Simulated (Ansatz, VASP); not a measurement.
**C in VASP and in Ansatz**

INCAR

```
PREC     = Accurate       # precision mode
ENCUT    = 910            # plane-wave cutoff, eV
EDIFF    = 1E-7           # SCF threshold, eV
ISMEAR   = 0              # smearing method
SIGMA    = 0.1            # smearing width, eV
LREAL    = F              # projectors in reciprocal space
LASPH    = T              # aspherical terms in the spheres
NELM     = 120            # most SCF steps
ALGO     = Normal         # electronic algorithm
ISIF     = 3              # what is computed and relaxed
LWAVE    = F              # write WAVECAR
LCHARG   = F              # write CHGCAR
IBRION   = 2              # ionic algorithm
NSW      = 70             # ionic steps
EDIFFG   = -0.005         # ionic threshold
GGA_COMPAT= F            
NELMIN   = 4
```

File KPOINTS:

```
Automatic mesh
0
Gamma
  21 21 6
```

POSCAR

```
C
1.0
    2.4649634469      0.0000000000      0.0000000000
   -1.2324817235      2.1347209644      0.0000000000
    0.0000000000      0.0000000000      6.7405387673
C
4
Direct
    0.0000000000      0.0000000000      0.0025000114
    0.0000000000      0.0000000000      0.5025000114
    0.3333333333      0.6666666667      0.0024999886
    0.6666666667      0.3333333333      0.5024999886
```

Input for Ansatz:

```yaml
crystal:
  lattice:
    - [2.4649634469, 0.0, 0.0]
    - [-1.2324817235, 2.1347209644, 0.0]
    - [0.0, 0.0, 6.7405387673]
  atoms:
    - { symbol: C, position: [0.0, 0.0, 0.0025000114] }
    - { symbol: C, position: [0.0, 0.0, 0.5025000114] }
    - { symbol: C, position: [0.3333333333, 0.6666666667, 0.0024999886] }
    - { symbol: C, position: [0.6666666667, 0.3333333333, 0.5024999886] }
basis:
  ecutwfc: 420
kpoints:
  mp_grid: { grid: [21, 21, 6] }
hamiltonian:
  xc: lda
scf:
  occupations: { method: gaussian, width: 0.1 }
output:
  forces: true
  stress: true
  eigenvalues: true
relax:
  adjacent_minimum: "off"
  f_tol: 0.005
  max_steps: 50
  cell: { stress_tol: 0.05 }
```

Alike in both runs: task relaxation of cell and atoms; functional LDA; k mesh 21 × 21 × 6; occupations gaussian, width 0.1 eV; no spin polarisation.

|  | VASP | Ansatz |
| --- | --- | --- |
| version | VASP 6.6.1 | Ansatz 0.2.0 |
| potentials or method | VASP PAW LDA potentials, release 64 (C_h), cutoff 910 eV | scalar-relativistic, plane waves, PAW |
| valence electrons in the cell | 16 | 16 |

Ansatz gave:

- gap on the k mesh at the Fermi level, each at its own relaxed structure (eV): none
- relaxed volume (Å³/atom): 8.61
- relaxed cell length with the largest relative difference (Å): 6.652

Problem. Estimate VASP's values.

Solution. gap on the k mesh at the Fermi level, each at its own relaxed structure (eV): none; relaxed volume (Å³/atom): 8.55; relaxed cell length with the largest relative difference (Å): 6.602.

LDA's correlation is that of Perdew and Zunger in VASP and of Perdew and Wang (1992) in Ansatz. A gap of «none» marks a metal or a gap that the smearing closes.

Noted on VASP's run: the cutoff is short for stress, so the pressure is rough.
